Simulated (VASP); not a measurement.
# CdTe4 (P4/mmm) in VASP: a series of runs

CdTe4 is run at these levels: PBE; tasks: single point.

Everything below comes from runs of VASP 6.6.1. Logs are shortened: lines on timing, memory, paths and dates and some standing lists are left out, and cuts for length are marked.

### Step 1. The cell of the first run

Symmetry: P4/mmm, No. 123, tetragonal system. The conventional cell has a = 4.703 Å, b = 4.703 Å, c = 7.416 Å, α = 90.00°, β = 90.00°, γ = 90.00°. Within 4.3 Å of Cd (site symmetry 4/mmm) lie 8 Te at 3.26 Å. Te (site symmetry 2mm) has 5 Te at 2.89 to 3.33 Å and 2 Cd at 3.26 Å within 3.8 Å.

The cell was generated, and may not be a known phase.

### Step 2. Single point, PBE

INCAR reads:

```
SYSTEM = CdTe4
ALGO = Normal
EDIFF = 1E-6
ENCUT = 520
GGA = PE
ISIF = 2
ISMEAR = 0
LASPH = .True.
LCHARG = .False.
LREAL = .False.
LWAVE = .False.
NBANDS = 26
NELM = 80
PREC = Accurate
SIGMA = 0.1
```

KPOINTS reads:

```
k-points
0
Gamma
  4 4 4
  0 0 0
```

POSCAR reads:

```
CdTe4
1.0
    4.7030573000      0.0000000000      0.0000000000
    0.0000000000      4.7030573000      0.0000000000
    0.0000000000      0.0000000000      7.4162139300
Cd Te
1 4
Direct
    0.0000000000      0.0000000000      0.0000000000
    0.0000000000      0.5000000000      0.6946002100
    0.5000000000      0.0000000000      0.6946002100
    0.0000000000      0.5000000000      0.3053997900
    0.5000000000      0.0000000000      0.3053997900
```

Potentials or basis: VASP PAW PBE potentials, release 64 (Cd, Te).

The run is started by

```console
> cat potpaw_PBE.64/Cd/POTCAR potpaw_PBE.64/Te/POTCAR > POTCAR
> mpirun -np 1 vasp_std > vasp.out
```

OUTCAR:

```text
SYSTEM = CdTe4
   EDIFF = 1E-6
   ENCUT = 520
   GGA = PE
   ISIF = 2
   ISMEAR = 0
   LASPH = .True.
   LREAL = .False.
   NELM = 80
   PREC = Accurate

 ion  position               nearest neighbor table
   1  0.000  0.000  0.000-   2 3.26   3 3.26   4 3.26   5 3.26   2 3.26   4 3.26   3 3.26   5 3.26

   2  0.000  0.500  0.695-   4 2.89   1 3.26   1 3.26   3 3.33   3 3.33   3 3.33   3 3.33
   3  0.500  0.000  0.695-   5 2.89   1 3.26   1 3.26   2 3.33   2 3.33   2 3.33   2 3.33
   4  0.000  0.500  0.305-   2 2.89   1 3.26   1 3.26   5 3.33   5 3.33   5 3.33   5 3.33
   5  0.500  0.000  0.305-   3 2.89   1 3.26   1 3.26   4 3.33   4 3.33   4 3.33   4 3.33

  LATTYP: Found a simple tetragonal cell.
 ALAT       =     4.7030573000
 C/A-ratio  =     1.5768921059

  Lattice vectors:

 A1 = (   4.7030573000,   0.0000000000,   0.0000000000)
 A2 = (   0.0000000000,   4.7030573000,   0.0000000000)
 A3 = (   0.0000000000,   0.0000000000,   7.4162139300)

Analysis of symmetry for initial positions (statically):
=====================================================================
 Subroutine PRICEL returns:
 Original cell was already a primitive cell.

 Routine SETGRP: Setting up the symmetry group for a
 simple tetragonal supercell.

 Subroutine GETGRP returns: Found 16 space group operations
 (whereof 16 operations were pure point group operations)
 out of a pool of 16 trial point group operations.

The static configuration has the point symmetry D_4h.

Analysis of symmetry for dynamics (positions and initial velocities):
=====================================================================
 Subroutine PRICEL returns:
 Original cell was already a primitive cell.

 Routine SETGRP: Setting up the symmetry group for a
 simple tetragonal supercell.

 Subroutine GETGRP returns: Found 16 space group operations
 (whereof 16 operations were pure point group operations)
 out of a pool of 16 trial point group operations.

The dynamic configuration has the point symmetry D_4h.

 Subroutine INISYM returns: Found 16 space group operations
 (whereof 16 operations are pure point group operations),
 and found     1 'primitive' translations

----------------------------------------------------------------------------------------

                                     Primitive cell

  volume of cell :     164.0374

[... 86 lines left out ...]
   NELM   =     80;   NELMIN=  2; NELMDL= -5     # of ELM steps
   EDIFF  = 0.1E-05   stopping-criterion for ELM
   LREAL  =      F    real-space projection
   EDIFFG = 0.1E-04   stopping-criterion for IOM
   NSW    =      0    number of steps for IOM
   IBRION =     -1    ionic relax: 0-MD 1-quasi-New 2-CG
   NFREE  =      0    steps in history (QN), initial steepest desc. (CG)
   ISIF   =      2    stress and relaxation
   ISYM   =      2    0-nonsym 1-usesym 2-fastsym
   POTIM  = 0.5000    time-step for ionic-motion
   TEBEG  =    0.0;   TEEND  =   0.0 temperature during run
   PSTRESS=    0.0 pullay stress
   NELECT =      36.0000    total number of electrons
   NUPDOWN=      -1.0000    fix difference up-down
   EMIN   =  10.00;   EMAX   =-10.00  energy-range for DOS
   EFERMI =   0.00;   METHOD = LEGACY
   ISMEAR =     0;   SIGMA  =   0.10  broadening in eV -4-tet -1-fermi 0-gaus
   EFERMI_NEDOS =   21; number of points for ismear=-14 and -15
   IALGO  =     38    algorithm
   IMIX   =      4    mixing-type and parameters
     AMIX     =   0.40;   BMIX     =  1.00
     AMIX_MAG =   1.60;   BMIX_MAG =  1.00
  volume/ion in A,a.u.               =      32.81       221.40
  Fermi-wavevector in a.u.,A,eV,Ry     =   0.987479  1.866066 13.267254  0.975116
  Thomas-Fermi vector in A             =   2.118936
   LORBIT       =      0    0 simple, 1 ext, 2 COOP (PROOUT), +10 PAW based schemes
   GGA     = PE    functional components
   LHFCALC =     F    Hartree Fock is set to
   AEXX    =    0.0000 exact exchange contribution
   IVDW    =     0    specifies the selected vdW correction
   LEPSILON=     F    determine dielectric tensor
   LRPA    =     F    only Hartree local field effects (RPA)
 non-spin polarized calculation
 Gauss-broadening in eV      SIGMA  =   0.10
  energy-cutoff  :      520.00
  volume of cell :      164.04
 maximum number of plane-waves:      4456
 NGX is ok and might be reduce to    36
   NGX = 17   NGY = 17   NGZ = 27

 number of electron      36.0000008 magnetization

 Free energy of the ion-electron system (eV)
  ---------------------------------------------------
  ext. energy  EPLUGINS =         0.00000000
  ---------------------------------------------------
  free energy    TOTEN  =       -12.39349729 eV

  energy without entropy =      -12.35765027  energy(sigma->0) =      -12.37557378

 E-fermi :   5.2947     XC(G=0):  -9.1327

 val. band max:        5.2878519231   @ k =   0.2500   0.2500   0.5000
 cond. band min:       5.2962156145   @ k =   0.5000   0.2500   0.5000
 fundamental gap:      0.0083636913
 Fermi energy:         5.2947228221

 k-point     1 :       0.0000    0.0000    0.0000
  band No.  band energies     occupation
      1      -8.2176      2.00000
      2      -6.5982      2.00000
      3      -5.5013      2.00000
      4      -3.6926      2.00000
      5      -3.3006      2.00000
      6      -3.3006      2.00000
[... 511 lines left out ...]
     25       9.7082      0.00000
     26      12.0253      0.00000

------------------------ aborting loop because EDIFF is reached ----------------------------------------

  FORCE on cell =-STRESS in cart. coord.  units (eV):
  Direction    XX          YY          ZZ          XY          YZ          ZX
  --------------------------------------------------------------------------------------
  -------------------------------------------------------------------------------------
  Total       -0.8404742     -0.8404742      4.4877371      0.0000000     -0.0000000      0.0000000
  in kB       -8.2090360     -8.2090360     43.8323949      0.0000000     -0.0000000      0.0000000
  external PRESSURE =       9.1381076 kB  Pullay stress =       0.0000000 kB

 VOLUME and BASIS-vectors are now :
 -----------------------------------------------------------------------------
  energy-cutoff  :      520.00
  volume of cell :      164.04
      direct lattice vectors                 reciprocal lattice vectors
     4.703057300  0.000000000  0.000000000     0.212627645  0.000000000  0.000000000
     0.000000000  4.703057300  0.000000000     0.000000000  0.212627645  0.000000000
     0.000000000  0.000000000  7.416213930     0.000000000  0.000000000  0.134839692

 POSITION                                       TOTAL-FORCE (eV/Angst)
 -----------------------------------------------------------------------------------
      0.00000      0.00000      0.00000        -0.000000      0.000000     -0.000000
      0.00000      2.35153      5.15130         0.000000      0.000000      0.696530
      2.35153      0.00000      5.15130        -0.000000     -0.000000      0.696530
      0.00000      2.35153      2.26491        -0.000000     -0.000000     -0.696530
      2.35153      0.00000      2.26491        -0.000000      0.000000     -0.696530
 -----------------------------------------------------------------------------------
    total drift:                                0.000000     -0.000000     -0.000000

  FREE ENERGIE OF THE ION-ELECTRON SYSTEM (eV)
  ---------------------------------------------------
  free  energy   TOTEN  =       -12.3934972935 eV

  energy  without entropy=      -12.3576502722  energy(sigma->0) =      -12.37557378
```

stdout:

```text
POSCAR found type information on POSCAR CdTe
 POSCAR found :  2 types and       5 ions
 scaLAPACK will be used
 LDA part: xc-table for (Slater+PW92), standard interpolation
 POSCAR, INCAR and KPOINTS ok, starting setup
 FFT: planning ... GRIDC
 FFT: planning ... GRID_SOFT
 FFT: planning ... GRID
 WAVECAR not read
 entering main loop
```

It took 57 s on 1 thread of Intel Xeon Platinum 8259CL at 2.50GHz (Skylake/Cascade Lake), shared host; peak memory 0.28 GiB.

What came out:

```
Free energy            : -12.3935 eV
Pressure               : 0.9 GPa
Largest force          : 0.697 eV/Å
Band gap on the k mesh : zero (bands 18 and 19 overlap by 2.59 eV)
```

Forces on the atoms (eV/Å):
```
Cd   0.000  0.000  0.000
Te   0.000  0.000  0.697
Te   0.000  0.000  0.697
Te   0.000  0.000 -0.697
Te   0.000  0.000 -0.697
```

Levels at points of the mesh, in eV from the Fermi level:
```csv
k point,band 16,band 17,band 18,band 19,band 20,band 21
"(0.00, 0.00, 0.00)",-0.53,0.05,0.37,0.37,1.74,1.74
"(0.50, 0.00, 0.00)",-1.70,-1.33,-1.32,-1.15,0.52,0.65
"(0.50, 0.50, 0.00)",-1.28,1.25,1.25,1.52,1.60,2.46
"(0.00, 0.00, 0.50)",-2.37,0.54,0.54,1.37,1.47,1.47
"(0.50, 0.00, 0.50)",-2.51,-1.89,-1.41,-1.34,-1.17,-0.96
"(0.50, 0.50, 0.50)",-0.89,-0.89,0.09,1.51,1.64,2.36
```

Caveat: the stress differs along the axes, from -1 to 4 GPa; spin-orbit coupling is left out, which moves the levels of the heavy elements.

### Step 3. Single point, PBE

This run uses another cell than the first one, of 34.96 Å³/atom.

INCAR reads:

```
SYSTEM = CdTe4
  ALGO = Normal
  EDIFF = 1E-7
  ENCUT = 520
  GGA = PE
  ISIF = 2
  ISMEAR = 0
  LASPH = .True.
  LCHARG = .False.
  LREAL = .False.
  LWAVE = .False.
  NBANDS = 26
  NELM = 100
  PREC = Accurate
  SIGMA = 0.1
```

KPOINTS is that of step 2.

POSCAR reads:

```
CdTe4
1.0
    4.4522834461      0.0000000000      0.0000000000
    0.0000000000      4.4522834461      0.0000000000
    0.0000000000      0.0000000000      8.8168884501
Cd Te
1 4
Direct
    0.0000000000      0.0000000000      0.0000000000
    0.0000000000      0.5000000000      0.7385221504
    0.5000000000      0.0000000000      0.7385221504
    0.0000000000      0.5000000000      0.2614778496
    0.5000000000      0.0000000000      0.2614778496
```

Potentials or basis: VASP PAW PBE potentials, release 64 (Cd, Te).

The run is started by

```console
> cat potpaw_PBE.64/Cd/POTCAR potpaw_PBE.64/Te/POTCAR > POTCAR
> mpirun -np 1 vasp_std > vasp.out
```

Wall time 92 s (1 thread of Intel Xeon Platinum 8259CL at 2.50GHz (Skylake/Cascade Lake), shared host); peak memory 0.32 GiB.

Results (log left out):

| Item | Value |
| --- | --- |
| Free energy | -13.1398 eV |
| Pressure | 0.1 GPa |
| Largest force | 0.012 eV/Å |
| Band gap on the k mesh | zero (bands 18 and 19 overlap by 2.73 eV) |

Forces on the atoms (eV/Å):
```
Cd   0.000  0.000  0.000
Te   0.000  0.000  0.012
Te   0.000  0.000  0.012
Te   0.000  0.000 -0.012
Te   0.000  0.000 -0.012
```

Stress tensor (GPa, compression positive):
```
 0.18  0.00  0.00
 0.00  0.18  0.00
 0.00  0.00 -0.07
```

Levels at points of the mesh, in eV from the Fermi level:
```
           k point  band 15  band 16  band 17  band 18  band 19  band 20
(0.00, 0.00, 0.00)    -2.95    -0.52     0.08     0.64     1.80     1.80
(0.50, 0.00, 0.00)    -1.92    -1.80    -1.77    -1.60    -1.37    -1.35
(0.50, 0.50, 0.00)    -2.85    -0.95    -0.79    -0.79     2.81     3.40
(0.00, 0.00, 0.50)    -3.83    -0.17     0.17     1.13     1.88     1.88
(0.50, 0.00, 0.50)    -1.91    -1.89    -1.88    -1.81    -1.61    -1.50
(0.50, 0.50, 0.50)    -2.23    -1.72    -1.72    -0.69     2.62     3.39
```

Caveat: spin-orbit coupling is left out, which moves the levels of the heavy elements.

### Step 4. Single point, PBE

This run uses another cell than the first one, of 34.25 Å³/atom.

INCAR reads:

```
PREC     = Accurate       # precision mode
ENCUT    = 520            # plane-wave cutoff, eV
EDIFF    = 1E-6           # SCF threshold, eV
ISMEAR   = 0              # smearing method
SIGMA    = 0.1            # smearing width, eV
LREAL    = False          # projectors in reciprocal space
LASPH    = True           # aspherical terms in the spheres
NELM     = 60             # most SCF steps
ALGO     = Normal         # electronic algorithm
ISIF     = 2              # what is computed and relaxed
LWAVE    = False          # write WAVECAR
LCHARG   = False          # write CHGCAR
GGA      = PE             # functional
NBANDS   = 26             # bands
```

KPOINTS reads:

```
Automatic mesh
0
Gamma
  8 8 4
```

POSCAR reads:

```
CdTe4
1.0
    4.4626731683      0.0000000000      0.0000000000
    0.0000000000      4.4626731683      0.0000000000
    0.0000000000      0.0000000000      8.5999399874
Cd Te
1 4
Direct
    0.0000000000      0.0000000000      0.0000000000
    0.0000000000      0.5000000000      0.7356716409
    0.5000000000      0.0000000000      0.7356716409
    0.0000000000      0.5000000000      0.2643283591
    0.5000000000      0.0000000000      0.2643283591
```

Potentials or basis: VASP PAW PBE potentials, release 64 (Cd, Te).

The run is started by

```console
> cat potpaw_PBE.64/Cd/POTCAR potpaw_PBE.64/Te/POTCAR > POTCAR
> mpirun -np 1 vasp_std > vasp.out
```

OUTCAR:

```text
PREC = Accurate
   ENCUT = 520
   EDIFF = 1E-6
   ISMEAR = 0
   LREAL = False
   LASPH = True
   NELM = 60
   ISIF = 2
   GGA = PE

 ion  position               nearest neighbor table
   1  0.000  0.000  0.000-   2 3.19   3 3.19   4 3.19   5 3.19   2 3.19   4 3.19   3 3.19   5 3.19

   2  0.000  0.500  0.736-   3 3.16   3 3.16   3 3.16   3 3.16   1 3.19   1 3.19
   3  0.500  0.000  0.736-   2 3.16   2 3.16   2 3.16   2 3.16   1 3.19   1 3.19
   4  0.000  0.500  0.264-   5 3.16   5 3.16   5 3.16   5 3.16   1 3.19   1 3.19
   5  0.500  0.000  0.264-   4 3.16   4 3.16   4 3.16   4 3.16   1 3.19   1 3.19

  LATTYP: Found a simple tetragonal cell.
 ALAT       =     4.4626731683
 C/A-ratio  =     1.9270826393

  Lattice vectors:

 A1 = (   4.4626731683,   0.0000000000,   0.0000000000)
 A2 = (   0.0000000000,   4.4626731683,   0.0000000000)
 A3 = (   0.0000000000,   0.0000000000,   8.5999399874)

Analysis of symmetry for initial positions (statically):
=====================================================================
 Subroutine PRICEL returns:
 Original cell was already a primitive cell.

 Routine SETGRP: Setting up the symmetry group for a
 simple tetragonal supercell.

 Subroutine GETGRP returns: Found 16 space group operations
 (whereof 16 operations were pure point group operations)
 out of a pool of 16 trial point group operations.

The static configuration has the point symmetry D_4h.

Analysis of symmetry for dynamics (positions and initial velocities):
=====================================================================
 Subroutine PRICEL returns:
 Original cell was already a primitive cell.

 Routine SETGRP: Setting up the symmetry group for a
 simple tetragonal supercell.

 Subroutine GETGRP returns: Found 16 space group operations
 (whereof 16 operations were pure point group operations)
 out of a pool of 16 trial point group operations.

[... 125 lines left out ...]
     AMIX     =   0.40;   BMIX     =  1.00
     AMIX_MAG =   1.60;   BMIX_MAG =  1.00
  volume/ion in A,a.u.               =      34.25       231.16
  Fermi-wavevector in a.u.,A,eV,Ry     =   0.973376  1.839413 12.890978  0.947460
  Thomas-Fermi vector in A             =   2.103750
   LORBIT       =      0    0 simple, 1 ext, 2 COOP (PROOUT), +10 PAW based schemes
   GGA     = PE    functional components
   LHFCALC =     F    Hartree Fock is set to
   AEXX    =    0.0000 exact exchange contribution
   IVDW    =     0    specifies the selected vdW correction
   LEPSILON=     F    determine dielectric tensor
   LRPA    =     F    only Hartree local field effects (RPA)
 non-spin polarized calculation
 Gauss-broadening in eV      SIGMA  =   0.10
  energy-cutoff  :      520.00
  volume of cell :      171.27
 maximum number of plane-waves:      4660
 NGX is ok and might be reduce to    36
   NGX = 17   NGY = 17   NGZ = 31

 number of electron      36.0000003 magnetization

 Free energy of the ion-electron system (eV)
  ---------------------------------------------------
  ext. energy  EPLUGINS =         0.00000000
  ---------------------------------------------------
  free energy    TOTEN  =       -13.07842837 eV

  energy without entropy =      -13.06620105  energy(sigma->0) =      -13.07231471

 E-fermi :   4.5885     XC(G=0):  -8.8622

 val. band max:        4.5173150393   @ k =   0.2500   0.0000   0.2500
 cond. band min:       4.6077634792   @ k =   0.5000   0.1250   0.2500
 fundamental gap:      0.0904484399
 Fermi energy:         4.5885480625

 k-point     1 :       0.0000    0.0000    0.0000
  band No.  band energies     occupation
      1      -8.4016      2.00000
      2      -8.0921      2.00000
      3      -4.7475      2.00000
      4      -4.1805      2.00000
      5      -4.1805      2.00000
      6      -4.1215      2.00000
[... 685 lines left out ...]
     25       9.9543      0.00000
     26      10.2187      0.00000

 [... further k-points ...]

------------------------ aborting loop because EDIFF is reached ----------------------------------------

  FORCE on cell =-STRESS in cart. coord.  units (eV):
  Direction    XX          YY          ZZ          XY          YZ          ZX
  --------------------------------------------------------------------------------------
  -------------------------------------------------------------------------------------
  Total       -0.0033520     -0.0033520      0.0692940      0.0000000     -0.0000000      0.0000000
  in kB       -0.0313567     -0.0313567      0.6482170      0.0000000     -0.0000000      0.0000000
  external PRESSURE =       0.1951679 kB  Pullay stress =       0.0000000 kB

 VOLUME and BASIS-vectors are now :
 -----------------------------------------------------------------------------
  energy-cutoff  :      520.00
  volume of cell :      171.27
      direct lattice vectors                 reciprocal lattice vectors
     4.462673168  0.000000000  0.000000000     0.224080940  0.000000000  0.000000000
     0.000000000  4.462673168  0.000000000     0.000000000  0.224080940  0.000000000
     0.000000000  0.000000000  8.599939987     0.000000000  0.000000000  0.116279881

 POSITION                                       TOTAL-FORCE (eV/Angst)
 -----------------------------------------------------------------------------------
      0.00000      0.00000      0.00000        -0.000000     -0.000000      0.000000
      0.00000      2.23134      6.32673        -0.000000     -0.000000     -0.008746
      2.23134      0.00000      6.32673        -0.000000      0.000000     -0.008746
      0.00000      2.23134      2.27321         0.000000     -0.000000      0.008746
      2.23134      0.00000      2.27321         0.000000      0.000000      0.008746
 -----------------------------------------------------------------------------------
    total drift:                                0.000000     -0.000000      0.000000

  FREE ENERGIE OF THE ION-ELECTRON SYSTEM (eV)
  ---------------------------------------------------
  free  energy   TOTEN  =       -13.0784283716 eV

  energy  without entropy=      -13.0662010475  energy(sigma->0) =      -13.07231471
```

Wall time 2.7 min (1 thread of Intel Xeon Platinum 8259CL at 2.50GHz (Skylake/Cascade Lake), shared host); peak memory 0.37 GiB.

Results:

```yaml
Free_energy: -13.0784 eV
Pressure: 0.0 GPa
Largest_force: 0.009 eV/Å
Band_gap_on_the_k_mesh: zero (bands 18 and 19 overlap by 2.83 eV)
```

Forces in eV/Å, atoms in the order of the input:
```
Cd   0.000  0.000  0.000
Te   0.000  0.000 -0.009
Te   0.000  0.000 -0.009
Te   0.000  0.000  0.009
Te   0.000  0.000  0.009
```

Caveat: spin-orbit coupling is left out, which moves the levels of the heavy elements.

### Step 5. Overview

```tsv
cell	k mesh	gap on the mesh (eV)	pressure (GPa)	largest force (eV/Å)
a = 4.703, b = 4.703, c = 7.416 Å, 5 atoms, atomic positions A	4 × 4 × 4	none	0.9	0.70
a = 4.452, b = 4.452, c = 8.817 Å, 5 atoms, atomic positions B	4 × 4 × 4	none	0.1	0.01
a = 4.463, b = 4.463, c = 8.600 Å, 5 atoms, atomic positions C	8 × 8 × 4	none	0.0	0.01
```

Alike in all rows: task single point; level PBE; potentials or basis VASP PAW PBE potentials, release 64 (Cd, Te); no spin polarisation; cutoff (eV) 520; smearing gaussian 0.1 eV.

Caveats: spin-orbit coupling is left out, which moves the levels of the heavy elements; the stress differs along the axes, from -1 to 4 GPa (at least some runs).

Absolute energies hang on the potentials; compare differences alone.

The gap in the log of VASP goes by the Fermi energy; the results here count the filled bands.